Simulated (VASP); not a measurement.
A run of VASP 6.6.1:

Contents of INCAR:

```
SYSTEM = CdSiP2
PREC = Accurate
ENCUT = 500
EDIFF = 1E-6
ISMEAR = 0
SIGMA = 0.01
LREAL = .False.
LASPH = .True.
NELM = 120
ALGO = Normal
ISIF = 2
LWAVE = .False.
LCHARG = .False.
GGA = PE
NBANDS = 36
GGA_COMPAT = .False.
```

The input KPOINTS:

```
regular mesh
0
Gamma
  6 6 6
  0 0 0
```

The input POSCAR:

```
CdSiP2
1.0
   -2.9183854211      2.9183854211      5.3934818477
    2.9183854211     -2.9183854211      5.3934818477
    2.9183854211      2.9183854211     -5.3934818477
Cd Si P
2 2 4
Direct
    0.7500000000      0.2500000000      0.5000000000
    0.0000000000      0.0000000000      0.0000000000
    0.5000000000      0.5000000000      0.0000000000
    0.2500000000      0.7500000000      0.5000000000
    0.8750000000      0.8293936402      0.4543936402
    0.1706063598      0.6250000000      0.0456063598
    0.3750000000      0.4206063598      0.5456063598
    0.5793936402      0.1250000000      0.9543936402
```

Potentials or basis: VASP PAW PBE potentials, release 64 (Cd, Si, P).

The run is started by

```bash
$ cat potpaw_PBE.64/Cd/POTCAR potpaw_PBE.64/Si/POTCAR potpaw_PBE.64/P/POTCAR > POTCAR
$ mpirun -np 1 vasp_std > vasp.out
```

Hardware: 1 thread of Oxide Virtual Turin-like Processor (shared host).

Estimate the wall time of this run.

Run time: 8 min on 1 thread of Oxide Virtual Turin-like Processor (shared host), peak memory 0.41 GiB. Counts: scf iterations 15, k points 30.
